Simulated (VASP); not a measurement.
# Ga3Se (Pm-3m) in VASP: a series of runs

Runs on Ga3Se. Level: PBEsol. Tasks: single point, vibrations by perturbation theory.

Program: VASP 6.6.1. These are calculated values, not measurements. Logs are shortened: lines on timing, memory, paths and dates and some standing lists are left out, and cuts for length are marked.

**1. The cell of the first run**

Symmetry: Pm-3m, No. 221, cubic system. Conventional cell: a = 4.432 Å, b = 4.432 Å, c = 4.432 Å, α = 90.00°, β = 90.00°, γ = 90.00°. Se (site symmetry m-3m) has 12 Ga at 3.13 Å within 4.1 Å. Within 4.1 Å of Ga (site symmetry 4/mmm) lie 4 Se at 3.13 Å and 8 Ga at 3.13 Å.

**2. Single point, PBEsol**

POSCAR reads:

```
Ga3Se
1.0
    4.4324650000      0.0000000000      0.0000000000
    0.0000000000      4.4324650000      0.0000000000
    0.0000000000      0.0000000000      4.4324650000
Se Ga
1 3
Direct
    0.0000000000      0.0000000000      0.0000000000
    0.5000000000      0.5000000000      0.0000000000
    0.5000000000      0.0000000000      0.5000000000
    0.0000000000      0.5000000000      0.5000000000
```

INCAR.step1 reads:

```
PREC     = Accurate       # precision mode
ENCUT    = 520            # plane-wave cutoff, eV
EDIFF    = 1E-6           # SCF threshold, eV
ISMEAR   = -1             # smearing method
SIGMA    = 0.05           # smearing width, eV
LREAL    = False          # projectors in reciprocal space
LASPH    = True           # aspherical terms in the spheres
NELM     = 100            # most SCF steps
ALGO     = Normal         # electronic algorithm
ISIF     = 2              # what is computed and relaxed
LWAVE    = False          # write WAVECAR
LCHARG   = True           # write CHGCAR
GGA      = PS             # functional
NBANDS   = 30             # bands
```

KPOINTS.step1 reads:

```
Automatic mesh
0
Gamma
  6 6 6
```

INCAR.step2 reads:

```
PREC     = Accurate       # precision mode
ENCUT    = 520            # plane-wave cutoff, eV
EDIFF    = 1E-6           # SCF threshold, eV
ISMEAR   = -5             # smearing method
SIGMA    = 0.05           # smearing width, eV
LREAL    = False          # projectors in reciprocal space
LASPH    = True           # aspherical terms in the spheres
NELM     = 100            # most SCF steps
ALGO     = Normal         # electronic algorithm
ISIF     = 2              # what is computed and relaxed
LWAVE    = False          # write WAVECAR
LCHARG   = False          # write CHGCAR
GGA      = PS             # functional
LORBIT   = 10             # projections on sites
NBANDS   = 30             # bands
NEDOS    = 1001           # points of the DOS
ICHARG   = 11             # starting density
```

KPOINTS.step2 reads:

```
Automatic mesh
0
Gamma
  9 9 9
```

Potentials or basis: VASP PAW PBE potentials, release 64 (Se, Ga_d).

The run is started by

```sh
> cat potpaw_PBE.64/Se/POTCAR potpaw_PBE.64/Ga_d/POTCAR > POTCAR
> cp INCAR.step1 INCAR
> cp KPOINTS.step1 KPOINTS
> mpirun -np 1 vasp_std > vasp.out
> cp INCAR.step2 INCAR
> cp KPOINTS.step2 KPOINTS
> mpirun -np 1 vasp_std > vasp.out
```

OUTCAR:

```text
PREC = Accurate
   ENCUT = 520
   EDIFF = 1E-6
   ISMEAR = -5
   LREAL = False
   LASPH = True
   NELM = 100
   ISIF = 2
   GGA = PS
   LORBIT = 10
   ICHARG = 11

 ion  position               nearest neighbor table
   1  0.000  0.000  0.000-
   2  0.500  0.500  0.000-
   3  0.500  0.000  0.500-
   4  0.000  0.500  0.500-

  LATTYP: Found a simple cubic cell.
 ALAT       =     4.4324650000

  Lattice vectors:

 A1 = (   4.4324650000,   0.0000000000,   0.0000000000)
 A2 = (   0.0000000000,   4.4324650000,   0.0000000000)
 A3 = (   0.0000000000,   0.0000000000,   4.4324650000)

Analysis of symmetry for initial positions (statically):
=====================================================================
 Subroutine PRICEL returns:
 Original cell was already a primitive cell.

 Routine SETGRP: Setting up the symmetry group for a
 simple cubic supercell.

 Subroutine GETGRP returns: Found 48 space group operations
 (whereof 48 operations were pure point group operations)
 out of a pool of 48 trial point group operations.

The static configuration has the point symmetry O_h .

Analysis of symmetry for dynamics (positions and initial velocities):
=====================================================================
 Subroutine PRICEL returns:
 Original cell was already a primitive cell.

 Routine SETGRP: Setting up the symmetry group for a
 simple cubic supercell.

 Subroutine GETGRP returns: Found 48 space group operations
 (whereof 48 operations were pure point group operations)
 out of a pool of 48 trial point group operations.

The dynamic configuration has the point symmetry O_h .

 Subroutine INISYM returns: Found 48 space group operations
 (whereof 48 operations are pure point group operations),
 and found     1 'primitive' translations

----------------------------------------------------------------------------------------

                                     Primitive cell

  volume of cell :      87.0835

  direct lattice vectors                    reciprocal lattice vectors
     4.432465000  0.000000000  0.000000000     0.225608098  0.000000000  0.000000000
     0.000000000  4.432465000  0.000000000     0.000000000  0.225608098  0.000000000
     0.000000000  0.000000000  4.432465000     0.000000000  0.000000000  0.225608098

  length of vectors
     4.432465000  4.432465000  4.432465000     0.225608098  0.225608098  0.225608098

  position of ions in fractional coordinates (direct lattice)
     0.000000000  0.000000000  0.000000000
     0.500000000  0.500000000  0.000000000
     0.500000000  0.000000000  0.500000000
     0.000000000  0.500000000  0.500000000

  ion indices of the primitive-cell ions
   primitive index   ion index
                 1           1
                 2           2
                 3           3
                 4           4

----------------------------------------------------------------------------------------

 KPOINTS: Automatic mesh

Automatic generation of k-mesh.
 Grid dimensions read from file:
 generate k-points for:    9    9    9

 Generating k-lattice:

  Cartesian coordinates                     Fractional coordinates (reciprocal lattice)
     0.025067566  0.000000000  0.000000000     0.111111111  0.000000000  0.000000000
     0.000000000  0.025067566  0.000000000     0.000000000  0.111111111  0.000000000
     0.000000000  0.000000000  0.025067566     0.000000000  0.000000000  0.111111111

  Length of vectors
     0.025067566  0.025067566  0.025067566

  Shift w.r.t. Gamma in fractional coordinates (k-lattice)
     0.000000000  0.000000000  0.000000000

 TETIRR: Found    353 inequivalent tetrahedra from     4374

 Subroutine IBZKPT returns following result:
 ===========================================

 Found     35 irreducible k-points:

 Following reciprocal coordinates:
            Coordinates               Weight
  0.000000  0.000000  0.000000      1.000000
  0.111111  0.000000  0.000000      6.000000
  0.222222  0.000000  0.000000      6.000000
  0.333333  0.000000  0.000000      6.000000
  0.444444  0.000000  0.000000      6.000000
  0.111111  0.111111  0.000000     12.000000
[... 16 lines left out ...]
  0.333333  0.333333  0.111111     24.000000
  0.444444  0.333333  0.111111     48.000000
 [... further k-points ...]
   k-points           NKPTS =     35   k-points in BZ     NKDIM =     35   number of bands    NBANDS=     30
   number of dos      NEDOS =   1001   number of ions     NIONS =      4
   total plane-waves  NPLWV =  46656
   dimension x,y,z NGX =    36 NGY =   36 NGZ =   36
   dimension x,y,z NGXF=    72 NGYF=   72 NGZF=   72
   ions per type =               1   3
   NGX,Y,Z   is equivalent  to a cutoff of  13.50, 13.50, 13.50 a.u.
   NGXF,Y,Z  is equivalent  to a cutoff of  27.00, 27.00, 27.00 a.u.
 SYSTEM =  unknown system
   PREC   = accura    normal or accurate (medium, high low for compatibility)
   ISTART =      0    job   : 0-new  1-cont  2-samecut
   ICHARG =     11    charge: 1-file 2-atom 10-const
   ISPIN  =      1    spin polarized calculation?
   LNONCOLLINEAR =      F non collinear calculations
   LSORBIT =      F    spin-orbit coupling
   LASPH  =      T    aspherical Exc in radial PAW
   ENCUT  =  520.0 eV  38.22 Ry    6.18 a.u.   8.24  8.24  8.24*2*pi/ulx,y,z
   NELM   =    100;   NELMIN=  2; NELMDL=  0     # of ELM steps
   EDIFF  = 0.1E-05   stopping-criterion for ELM
   LREAL  =      F    real-space projection
   EDIFFG = 0.1E-04   stopping-criterion for IOM
   NSW    =      0    number of steps for IOM
   IBRION =     -1    ionic relax: 0-MD 1-quasi-New 2-CG
   NFREE  =      0    steps in history (QN), initial steepest desc. (CG)
   ISIF   =      2    stress and relaxation
   ISYM   =      2    0-nonsym 1-usesym 2-fastsym
   POTIM  = 0.5000    time-step for ionic-motion
   TEBEG  =    0.0;   TEEND  =   0.0 temperature during run
   PSTRESS=    0.0 pullay stress
   NELECT =      45.0000    total number of electrons
   NUPDOWN=      -1.0000    fix difference up-down
   EMIN   =  10.00;   EMAX   =-10.00  energy-range for DOS
   EFERMI =   0.00;   METHOD = LEGACY
   ISMEAR =    -5;   SIGMA  =   0.05  broadening in eV -4-tet -1-fermi 0-gaus
   EFERMI_NEDOS =   21; number of points for ismear=-14 and -15
   IALGO  =     38    algorithm
   IMIX   =      4    mixing-type and parameters
     AMIX     =   0.40;   BMIX     =  1.00
     AMIX_MAG =   1.60;   BMIX_MAG =  1.00
  volume/ion in A,a.u.               =      21.77       146.92
  Fermi-wavevector in a.u.,A,eV,Ry     =   1.313713  2.482557 23.481488  1.725841
  Thomas-Fermi vector in A             =   2.444016
   LORBIT       =     10    0 simple, 1 ext, 2 COOP (PROOUT), +10 PAW based schemes
   GGA     = PS    functional components
   LHFCALC =     F    Hartree Fock is set to
   AEXX    =    0.0000 exact exchange contribution
   IVDW    =     0    specifies the selected vdW correction
   LEPSILON=     F    determine dielectric tensor
   LRPA    =     F    only Hartree local field effects (RPA)
 non-spin polarized calculation
 Fermi weights with tetrahedron method with Bloechl corrections
  energy-cutoff  :      520.00
  volume of cell :       87.08
 maximum number of plane-waves:      2363
 NGX is ok and might be reduce to    36

 number of electron      44.9999944 magnetization

 Free energy of the ion-electron system (eV)
  ---------------------------------------------------
  ext. energy  EPLUGINS =         0.00000000
  ---------------------------------------------------
  free energy    TOTEN  =       -13.95102840 eV

  energy without entropy =      -13.95102840  energy(sigma->0) =      -13.95102840

 E-fermi :   4.5059     XC(G=0): -10.4076

 val. band max:        4.4441553022   @ k =   0.4444   0.4444   0.1111
 cond. band min:       4.2845275427   @ k =   0.4444   0.0000   0.0000
 fundamental gap:     -0.1596277595
 Fermi energy:         4.5059216914

 k-point     1 :       0.0000    0.0000    0.0000
  band No.  band energies     occupation
      1     -10.4938      2.00000
      2     -10.4699      2.00000
      3     -10.4699      2.00000
      4     -10.4699      2.00000
      5     -10.4163      2.00000
      6     -10.4163      2.00000
[... 22 lines left out ...]
     29      10.4464      0.00000
     30      11.5423      0.00000

 k-point     2 :       0.1111    0.0000    0.0000
  band No.  band energies     occupation
      1     -10.4860      2.00000
      2     -10.4685      2.00000
      3     -10.4638      2.00000
      4     -10.4638      2.00000
      5     -10.4154      2.00000
      6     -10.4118      2.00000
[... 22 lines left out ...]
     29      10.8492      0.00000
     30      11.7215      0.00000

 k-point     3 :       0.2222    0.0000    0.0000
  band No.  band energies     occupation
      1     -10.4647      2.00000
      2     -10.4646      2.00000
      3     -10.4461      2.00000
      4     -10.4461      2.00000
      5     -10.4128      2.00000
      6     -10.3995      2.00000
[... 22 lines left out ...]
     29      11.5609      0.00000
     30      11.9326      0.00000

 k-point     4 :       0.3333    0.0000    0.0000
  band No.  band energies     occupation
      1     -10.4601      2.00000
      2     -10.4358      2.00000
      3     -10.4194      2.00000
      4     -10.4194      2.00000
      5     -10.4084      2.00000
      6     -10.3822      2.00000
[... 22 lines left out ...]
     29      10.8307      0.00000
     30      11.3850      0.00000

 k-point     5 :       0.4444    0.0000    0.0000
  band No.  band energies     occupation
      1     -10.4569      2.00000
      2     -10.4174      2.00000
      3     -10.3947      2.00000
      4     -10.3913      2.00000
      5     -10.3913      2.00000
      6     -10.3667      2.00000
[... 22 lines left out ...]
     29       9.5264      0.00000
     30      10.7837      0.00000
[... 526 lines left out ...]
     29       9.1322      0.00000
     30      10.8878      0.00000

 k-point    22 :       0.4444    0.2222    0.1111
  band No.  band energies     occupation
      1     -10.4361      2.00000
      2     -10.4228      2.00000
      3     -10.4083      2.00000
      4     -10.3976      2.00000
      5     -10.3752      2.00000
      6     -10.3702      2.00000
[... 22 lines left out ...]
     29       9.6091      0.00000
     30      10.4522      0.00000

 k-point    23 :       0.3333    0.3333    0.1111
  band No.  band energies     occupation
      1     -10.4413      2.00000
      2     -10.4205      2.00000
      3     -10.4065      2.00000
      4     -10.4052      2.00000
      5     -10.3870      2.00000
      6     -10.3777      2.00000
[... 22 lines left out ...]
     29       9.5580      0.00000
     30      10.0337      0.00000

 k-point    24 :       0.4444    0.3333    0.1111
  band No.  band energies     occupation
      1     -10.4361      2.00000
      2     -10.4144      2.00000
      3     -10.4119      2.00000
      4     -10.4025      2.00000
      5     -10.3781      2.00000
      6     -10.3643      2.00000
[... 22 lines left out ...]
     29       9.5600      0.00000
     30      10.8178      0.00000

 [... further k-points ...]

------------------------ aborting loop because EDIFF is reached ----------------------------------------

  FORCE on cell =-STRESS in cart. coord.  units (eV):
  Direction    XX          YY          ZZ          XY          YZ          ZX
  --------------------------------------------------------------------------------------
  -------------------------------------------------------------------------------------
  Total       -1.8611210     -1.8611210     -1.8611210     -0.0000000      0.0000000      0.0000000
  in kB      -34.2412214    -34.2412214    -34.2412214     -0.0000000      0.0000000      0.0000000
  external PRESSURE =     -34.2412214 kB  Pullay stress =       0.0000000 kB

 VOLUME and BASIS-vectors are now :
 -----------------------------------------------------------------------------
  energy-cutoff  :      520.00
  volume of cell :       87.08
      direct lattice vectors                 reciprocal lattice vectors
     4.432465000  0.000000000  0.000000000     0.225608098  0.000000000  0.000000000
     0.000000000  4.432465000  0.000000000     0.000000000  0.225608098  0.000000000
     0.000000000  0.000000000  4.432465000     0.000000000  0.000000000  0.225608098

 POSITION                                       TOTAL-FORCE (eV/Angst)
 -----------------------------------------------------------------------------------
      0.00000      0.00000      0.00000         0.000000      0.000000      0.000000
      2.21623      2.21623      0.00000         0.000000      0.000000      0.000000
      2.21623      0.00000      2.21623         0.000000      0.000000      0.000000
      0.00000      2.21623      2.21623         0.000000      0.000000      0.000000
 -----------------------------------------------------------------------------------
    total drift:                                0.000000      0.000000      0.000000

  FREE ENERGIE OF THE ION-ELECTRON SYSTEM (eV)
  ---------------------------------------------------
  free  energy   TOTEN  =       -13.9510284002 eV

  energy  without entropy=      -13.9510284002  energy(sigma->0) =      -13.95102840

 total charge

# of ion       s       p       d       tot
------------------------------------------
    1        1.505   2.184   0.027   3.716
    2        1.125   0.367   9.946  11.438
    3        1.125   0.367   9.946  11.438
    4        1.125   0.367   9.946  11.438
--------------------------------------------------
tot          4.879   3.284  29.866  38.029
```

Run time: 48 s. Hardware: 1 thread of Intel Xeon 6975P-C (Granite Rapids), shared host; peak memory 0.23 GiB.

Results:

```yaml
Valence_electrons_inside_the_program's_atomic_spheres: Se 3.72; Ga 11.44
```

Levels at points of the mesh, in eV from the Fermi level:
| k point | band 19 | band 20 | band 21 | band 22 | band 23 | band 24 | band 25 | band 26 |
| --- | --- | --- | --- | --- | --- | --- | --- | --- |
| (0.00, 0.00, 0.00) | -3.75 | -3.75 | -2.87 | -2.87 | 1.58 | 1.58 | 1.58 | 4.36 |

Caveat: the PAW data sets were made with another functional, which shifts forces and pressure a little.

(Continued in part 2 of 2.)
